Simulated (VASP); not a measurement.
# TiO (P-62m) in VASP: further runs, part 2 of 3

VASP 6.6.1. The steps go on from the part before.

## (3) Single point, PBEsol

This run uses another cell than the first one, of 10.06 Å³/atom, 1.014 times its volume.

The input, INCAR:

```
SYSTEM = TiO
PREC = Accurate ; ENCUT = 520
EDIFF = 1E-6 ; ISMEAR = 0
SIGMA = 0.1 ; LREAL = .FALSE.
LASPH = .TRUE. ; NELM = 60
ALGO = Normal ; ISIF = 2
LWAVE = .FALSE. ; LCHARG = .FALSE.
GGA = PS ; NBANDS = 36
```

The input, KPOINTS:

```
regular mesh
0
G
  3 3 4
  0 0 0
```

The input, POSCAR:

```
TiO
1.0
    4.9501830920      0.0000000000      0.0000000000
   -2.4750915460      4.2869843110      0.0000000000
    0.0000000000      0.0000000000      2.8451382452
Ti O
3 3
Direct
    0.6666666667      0.3333333333      0.5000000000
    0.3333333333      0.6666666667      0.5000000000
    0.0000000000      0.0000000000      0.0000000000
    0.6048020936      0.6048020936      0.0000000000
    0.3951979064      0.0000000000      0.0000000000
    0.0000000000      0.3951979064      0.0000000000
```

Potentials or basis: VASP PAW PBE potentials, release 64 (Ti_sv, O).

The run is started by

```bash
$ cat potpaw_PBE.64/Ti_sv/POTCAR potpaw_PBE.64/O/POTCAR > POTCAR
$ mpirun -np 1 vasp_std > vasp.out
```

OUTCAR:

```text
SYSTEM = TiO
   PREC = Accurate
   ENCUT = 520
   EDIFF = 1E-6
   ISMEAR = 0
   LREAL = .FALSE.
   LASPH = .TRUE.
   NELM = 60
   ISIF = 2
   GGA = PS

 ion  position               nearest neighbor table
   1  0.667  0.333  0.500-   6 2.08   6 2.08   5 2.08   5 2.08   4 2.08   4 2.08   2 2.86   2 2.86
                             2 2.86
   2  0.333  0.667  0.500-   5 2.08   5 2.08   6 2.08   6 2.08   4 2.08   4 2.08   1 2.86   1 2.86
                             1 2.86
   3  0.000  0.000  0.000-   4 1.96   6 1.96   5 1.96
   4  0.605  0.605  0.000-   3 1.96   1 2.08   1 2.08   2 2.08   2 2.08
   5  0.395  0.000  0.000-   3 1.96   2 2.08   2 2.08   1 2.08   1 2.08
   6  0.000  0.395  0.000-   3 1.96   1 2.08   1 2.08   2 2.08   2 2.08

  LATTYP: Found a hexagonal cell.
 ALAT       =     4.9501830920
 C/A-ratio  =     0.5747541439

  Lattice vectors:

 A1 = (   4.9501830920,   0.0000000000,   0.0000000000)
 A2 = (  -2.4750915460,   4.2869843110,   0.0000000000)
 A3 = (   0.0000000000,   0.0000000000,   2.8451382452)

Analysis of symmetry for initial positions (statically):
=====================================================================
 Subroutine PRICEL returns:
 Original cell was already a primitive cell.

 Routine SETGRP: Setting up the symmetry group for a
 hexagonal supercell.

 Subroutine GETGRP returns: Found 12 space group operations
 (whereof 12 operations were pure point group operations)
 out of a pool of 24 trial point group operations.

The static configuration has the point symmetry D_3h.

Analysis of symmetry for dynamics (positions and initial velocities):
=====================================================================
 Subroutine PRICEL returns:
 Original cell was already a primitive cell.

 Routine SETGRP: Setting up the symmetry group for a
 hexagonal supercell.

 Subroutine GETGRP returns: Found 12 space group operations
 (whereof 12 operations were pure point group operations)
 out of a pool of 24 trial point group operations.

The dynamic configuration has the point symmetry D_3h.

 Subroutine INISYM returns: Found 12 space group operations
 (whereof 12 operations are pure point group operations),
 and found     1 'primitive' translations

----------------------------------------------------------------------------------------

                                     Primitive cell

  volume of cell :      60.3777

  direct lattice vectors                    reciprocal lattice vectors
     4.950183092  0.000000000  0.000000000     0.202012730  0.116632104  0.000000000
    -2.475091546  4.286984311  0.000000000     0.000000000  0.233264208  0.000000000
     0.000000000  0.000000000  2.845138245     0.000000000  0.000000000  0.351476770

  length of vectors
     4.950183092  4.950183092  2.845138245     0.233264208  0.233264208  0.351476770

  position of ions in fractional coordinates (direct lattice)
     0.666666667  0.333333333  0.500000000
     0.333333333  0.666666667  0.500000000
     0.000000000  0.000000000  0.000000000
     0.604802094  0.604802094  0.000000000
     0.395197906  0.000000000  0.000000000
     0.000000000  0.395197906  0.000000000

[... 35 lines left out ...]
 Following reciprocal coordinates:
            Coordinates               Weight
  0.000000  0.000000  0.000000      1.000000
  0.333333  0.000000  0.000000      6.000000
  0.333333  0.333333  0.000000      2.000000
  0.000000  0.000000  0.250000      2.000000
  0.333333  0.000000  0.250000     12.000000
  0.333333  0.333333  0.250000      4.000000
  0.000000  0.000000  0.500000      1.000000
  0.333333  0.000000  0.500000      6.000000
  0.333333  0.333333  0.500000      2.000000
   k-points           NKPTS =      9   k-points in BZ     NKDIM =      9   number of bands    NBANDS=     36
   number of dos      NEDOS =    301   number of ions     NIONS =      6
   total plane-waves  NPLWV =  38400
   dimension x,y,z NGX =    40 NGY =   40 NGZ =   24
   dimension x,y,z NGXF=    80 NGYF=   80 NGZF=   48
   ions per type =               3   3
   NGX,Y,Z   is equivalent  to a cutoff of  13.43, 13.43, 14.02 a.u.
   NGXF,Y,Z  is equivalent  to a cutoff of  26.87, 26.87, 28.05 a.u.
 SYSTEM =  TiO
   PREC   = accura    normal or accurate (medium, high low for compatibility)
   ISTART =      0    job   : 0-new  1-cont  2-samecut
   ICHARG =      2    charge: 1-file 2-atom 10-const
   ISPIN  =      1    spin polarized calculation?
   LNONCOLLINEAR =      F non collinear calculations
   LSORBIT =      F    spin-orbit coupling
   LASPH  =      T    aspherical Exc in radial PAW
   ENCUT  =  520.0 eV  38.22 Ry    6.18 a.u.   9.20  9.20  5.29*2*pi/ulx,y,z
   NELM   =     60;   NELMIN=  2; NELMDL= -5     # of ELM steps
   EDIFF  = 0.1E-05   stopping-criterion for ELM
   LREAL  =      F    real-space projection
   EDIFFG = 0.1E-04   stopping-criterion for IOM
   NSW    =      0    number of steps for IOM
   IBRION =     -1    ionic relax: 0-MD 1-quasi-New 2-CG
   NFREE  =      0    steps in history (QN), initial steepest desc. (CG)
   ISIF   =      2    stress and relaxation
   ISYM   =      2    0-nonsym 1-usesym 2-fastsym
   POTIM  = 0.5000    time-step for ionic-motion
   TEBEG  =    0.0;   TEEND  =   0.0 temperature during run
   PSTRESS=    0.0 pullay stress
   NELECT =      54.0000    total number of electrons
   NUPDOWN=      -1.0000    fix difference up-down
   EMIN   =  10.00;   EMAX   =-10.00  energy-range for DOS
   EFERMI =   0.00;   METHOD = LEGACY
   ISMEAR =     0;   SIGMA  =   0.10  broadening in eV -4-tet -1-fermi 0-gaus
   EFERMI_NEDOS =   21; number of points for ismear=-14 and -15
   IALGO  =     38    algorithm
   IMIX   =      4    mixing-type and parameters
     AMIX     =   0.40;   BMIX     =  1.00
     AMIX_MAG =   1.60;   BMIX_MAG =  1.00
  volume/ion in A,a.u.               =      10.06        67.91
  Fermi-wavevector in a.u.,A,eV,Ry     =   1.577299  2.980662 33.849537  2.487871
  Thomas-Fermi vector in A             =   2.678002
   LORBIT       =      0    0 simple, 1 ext, 2 COOP (PROOUT), +10 PAW based schemes
   GGA     = PS    functional components
   LHFCALC =     F    Hartree Fock is set to
   AEXX    =    0.0000 exact exchange contribution
   IVDW    =     0    specifies the selected vdW correction
   LEPSILON=     F    determine dielectric tensor
   LRPA    =     F    only Hartree local field effects (RPA)
 non-spin polarized calculation
 Gauss-broadening in eV      SIGMA  =   0.10
  energy-cutoff  :      520.00
  volume of cell :       60.38
 maximum number of plane-waves:      1644
 NGX is ok and might be reduce to    40
   NGX = 19   NGY = 19   NGZ = 11

 number of electron      54.0000002 magnetization

 Free energy of the ion-electron system (eV)
  ---------------------------------------------------
  ext. energy  EPLUGINS =         0.00000000
  ---------------------------------------------------
  free energy    TOTEN  =       -56.86167105 eV

  energy without entropy =      -56.86163838  energy(sigma->0) =      -56.86165472

 E-fermi :  10.9151     XC(G=0): -12.8352

 val. band max:       10.6629157796   @ k =   0.3333   0.0000   0.5000
 cond. band min:      11.1684311489   @ k =   0.3333   0.0000   0.0000
 fundamental gap:      0.5055153693
 Fermi energy:        10.9151293346

 k-point     1 :       0.0000    0.0000    0.0000
  band No.  band energies     occupation
      1     -47.1580      2.00000
      2     -47.0674      2.00000
      3     -46.5870      2.00000
      4     -23.7567      2.00000
      5     -23.7567      2.00000
      6     -23.4337      2.00000
[... 340 lines left out ...]
     35      13.0064      0.00000
     36      14.0447      0.00000

------------------------ aborting loop because EDIFF is reached ----------------------------------------

  FORCE on cell =-STRESS in cart. coord.  units (eV):
  Direction    XX          YY          ZZ          XY          YZ          ZX
  --------------------------------------------------------------------------------------
  -------------------------------------------------------------------------------------
  Total        0.3069302      0.3069302      0.2768728      0.0000000     -0.0000000      0.0000000
  in kB        8.1446727      8.1446727      7.3470735      0.0000000     -0.0000000      0.0000000
  external PRESSURE =       7.8788063 kB  Pullay stress =       0.0000000 kB

 VOLUME and BASIS-vectors are now :
 -----------------------------------------------------------------------------
  energy-cutoff  :      520.00
  volume of cell :       60.38
      direct lattice vectors                 reciprocal lattice vectors
     4.950183092  0.000000000  0.000000000     0.202012730  0.116632104  0.000000000
    -2.475091546  4.286984311  0.000000000     0.000000000  0.233264208  0.000000000
     0.000000000  0.000000000  2.845138245     0.000000000  0.000000000  0.351476770

 POSITION                                       TOTAL-FORCE (eV/Angst)
 -----------------------------------------------------------------------------------
      2.47509      1.42899      1.42257        -0.000000      0.000000      0.000000
     -0.00000      2.85799      1.42257        -0.000000      0.000000      0.000000
      0.00000      0.00000      0.00000        -0.000000      0.000000      0.000000
      1.49694      2.59278      0.00000        -0.006110     -0.010583     -0.000000
      1.95630      0.00000      0.00000         0.012220      0.000000      0.000000
     -0.97815      1.69421      0.00000        -0.006110      0.010583      0.000000
 -----------------------------------------------------------------------------------
    total drift:                               -0.000001     -0.000002      0.000001

  FREE ENERGIE OF THE ION-ELECTRON SYSTEM (eV)
  ---------------------------------------------------
  free  energy   TOTEN  =       -56.8616710522 eV

  energy  without entropy=      -56.8616383828  energy(sigma->0) =      -56.86165472
```

It took 20 s on 1 thread of Intel Xeon Platinum 8488C (Sapphire Rapids), shared host; peak memory 0.18 GiB.

What came out:

```yaml
Free_energy: -56.8617 eV
Pressure: 0.8 GPa
Largest_force: 0.012 eV/Å
Band_gap_on_the_k_mesh: zero (band 27 reaches 11.54 eV, above the bottom of band 28 at 10.05 eV)
```

Forces on the atoms (eV/Å):
```
Ti   0.000  0.000  0.000
Ti   0.000  0.000  0.000
Ti   0.000  0.000  0.000
O   -0.006 -0.011  0.000
O    0.012  0.000  0.000
O   -0.006  0.011  0.000
```

Stress tensor (GPa, compression positive):
```
0.81 0.00 0.00
0.00 0.81 0.00
0.00 0.00 0.73
```

Levels at points of the mesh, in eV from the Fermi level:
```csv
k point,band 25,band 26,band 27,band 28,band 29,band 30
"(0.00, 0.00, 0.00)",-3.50,-0.88,-0.87,-0.87,0.28,0.28
"(0.00, 0.00, 0.50)",-2.05,-2.05,0.62,1.05,1.05,1.19
```

Caveat: the k points lie up to 0.55 Å⁻¹ apart; the PAW data sets were made with another functional, which shifts forces and pressure a little; semilocal functionals often make such compounds metallic where correlation or magnetic order opens a gap, which also shifts bond lengths.

(Part 2 of 3 ends here.)
